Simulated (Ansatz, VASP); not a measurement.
## Two plane-wave programs on SiMo3

```
Si Mo
1.0
     5.34382    0.00000    0.00000
    -2.67191    4.62789    0.00000
     0.00000    0.00000    2.64563
Si Mo
1 3
Cartesian
  0.0000 0.0000 0.0000
  2.6714 0.0000 0.0000
  -1.3357 2.3135 0.0000
  1.3362 2.3144 0.0000
```

Alike in both runs: functional PBE; k mesh 5 × 5 × 5; occupations gaussian, width 0.2 eV; no spin polarisation.

Ansatz relaxed the structure, and its values are those at the end. VASP's run is a single point on that final structure, the one shown.

```csv
,VASP,Ansatz
version,VASP 6.6.1,Ansatz 0.2.0
potentials or method,"VASP PAW PBE potentials, release 64 (Si, Mo_sv), cutoff 500 eV","scalar-relativistic, plane waves, PAW"
valence electrons in the cell,46,46
```

```tsv
	VASP	Ansatz	Ansatz less VASP
gap on the k mesh at the Fermi level (eV)	none	none	-
pressure (GPa)	0.8	0.4	-0.35
```

A gap of «none» marks a metal or a gap that the smearing closes.

The k mesh is coarse, so the values compare programs but aren't converged.
